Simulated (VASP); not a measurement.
A run of VASP 6.6.1:

File INCAR:

```
SYSTEM = Zn
ALGO = Normal
DIPOL = 0.5 0.5 0.500
EDIFF = 1E-7
EDIFFG = -0.01
ENCUT = 520
GGA = PS
IBRION = 2
IDIPOL = 3
ISIF = 2
ISMEAR = -1
LASPH = .True.
LCHARG = .False.
LDIPOL = .True.
LREAL = .False.
LWAVE = .False.
NELM = 80
NSW = 32
PREC = Accurate
SIGMA = 0.1
```

The input KPOINTS:

```
k-points
0
Gamma
  16 16 1
  0 0 0
```

The input POSCAR:

```
Zn
1.0
    2.5896975869      0.0000000000      0.0000000000
   -1.2948487935      2.2427438984      0.0000000000
    0.0000000000      0.0000000000     23.3765000000
Zn
4
Direct
    0.8333333333      0.1666666667      0.3477458653
    0.1666666667      0.8333333333      0.4505198692
    0.8333333333      0.1666666667      0.5494801314
    0.1666666667      0.8333333333      0.6522541341
```

Potentials or basis: VASP PAW PBE potentials, release 64 (Zn).

Run with:

```bash
$ cat potpaw_PBE.64/Zn/POTCAR > POTCAR
$ mpirun -np 1 vasp_std > vasp.out
```

Hardware: 1 thread of Oxide Virtual Turin-like Processor (shared host).

**Question.** How long does it take, and how much memory?

**Answer.** It took 5.3 min on 1 thread of Oxide Virtual Turin-like Processor, on a shared host, peak memory 0.26 GiB. Counts: scf iterations 32, k points 30, ion steps 3.
